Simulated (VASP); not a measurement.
Input of a VASP 6.6.1 run:

Contents of INCAR:

```
  PREC = Accurate
  ENCUT = 600
  EDIFF = 1E-6
  ISMEAR = 0
  SIGMA = 0.01
  LREAL = False
  LASPH = True
  NELM = 120
  ALGO = Normal
  ISIF = 2
  LWAVE = False
  LCHARG = False
  GGA = PE
  NBANDS = 18
  GGA_COMPAT = False
```

File KPOINTS:

```
regular mesh
0
Gamma
  4 4 4
```

POSCAR

```
HfO2
1.0
    0.0000000000      2.5139318800      2.5139318800
    2.5139318800      0.0000000000      2.5139318800
    2.5139318800      2.5139318800      0.0000000000
Hf O
1 2
Direct
    0.0000000000      0.0000000000      0.0000000000
    0.2500000000      0.2500000000      0.2500000000
    0.7500000000      0.7500000000      0.7500000000
```

Potentials or basis: VASP PAW PBE potentials, release 64 (Hf_pv, O).

Run with:

```sh
$ cat potpaw_PBE.64/Hf_pv/POTCAR potpaw_PBE.64/O/POTCAR > POTCAR
$ mpirun -np 1 vasp_std > vasp.out
```

Q: What does it give for the band gap on the k mesh?

A: 3.87 eV, direct.

Q: What does it give for the pressure?

A: 6.8 GPa.

Caveat: the k points lie up to 0.54 Å⁻¹ apart; spin-orbit coupling is left out, which moves the levels of the heavy elements. A k mesh can miss the band edges.
